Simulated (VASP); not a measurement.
Crystal: B3I.

```
B I
1.0
    -1.90927    1.90927    4.26487
     1.90927   -1.90927    4.26487
     1.90927    1.90927   -4.26487
B I
3 1
Direct
  0.50000 0.50000 0.00000
  0.25000 0.75000 0.50000
  0.75000 0.25000 0.50000
  0.00000 0.00000 0.00000
```

- Program: VASP 6.6.1
- Task: relaxation of cell and atoms
- Functional: PBE
- Potentials or basis: VASP PAW PBE potentials, release 64 (B, I)
- Cutoff: 600 eV
- k mesh: 6 × 6 × 6
- Occupations: gaussian, width 0.1 eV
- Spin: no spin polarisation

At the start: pressure -6.1 GPa; volume 15.55 Å³/atom.

Where does the relaxation end?

Over 15 steps the energy falls by 325.0 meV/atom and the volume is 14.61 Å³/atom (-6.1 %); space group I4/mmm (No. 139, to 0.05 Å).

The path:
```tsv
step	energy change (eV)	largest force (eV/Å)	pressure (GPa)	volume (Å³)
1	0.0000	0.0000	-6.12	62.19
2	-0.2979	0.0000	-3.40	56.95
3	-0.4632	0.0000	0.47	52.55
4	-0.4286	0.0000	18.11	44.25
5	-0.5153	0.0000	2.56	50.26
6	-0.5620	0.0000	7.88	47.21
7	-0.6755	0.0000	11.47	46.35
8	-0.6701	0.0000	20.26	44.58
9	-0.7295	0.0000	16.81	45.30
10	-0.9915	0.0000	11.39	47.83
11	-1.1710	0.0000	5.21	51.45
12	-1.2957	0.0000	-1.42	58.79
13	-1.2957	0.0000	-1.30	58.51
14	-1.2997	0.0000	0.19	58.40
15	-1.3001	0.0000	-0.16	58.42
```

Final structure:
```
B I
1.0
    -1.57737    1.57737    5.87044
     1.57737   -1.57737    5.87044
     1.57737    1.57737   -5.87044
B I
3 1
Direct
  0.50000 0.50000 0.00000
  0.25000 0.75000 0.50000
  0.75000 0.25000 0.50000
  0.00000 0.00000 0.00000
```

Caveat: the k points lie up to 0.47 Å⁻¹ apart in the final cell.
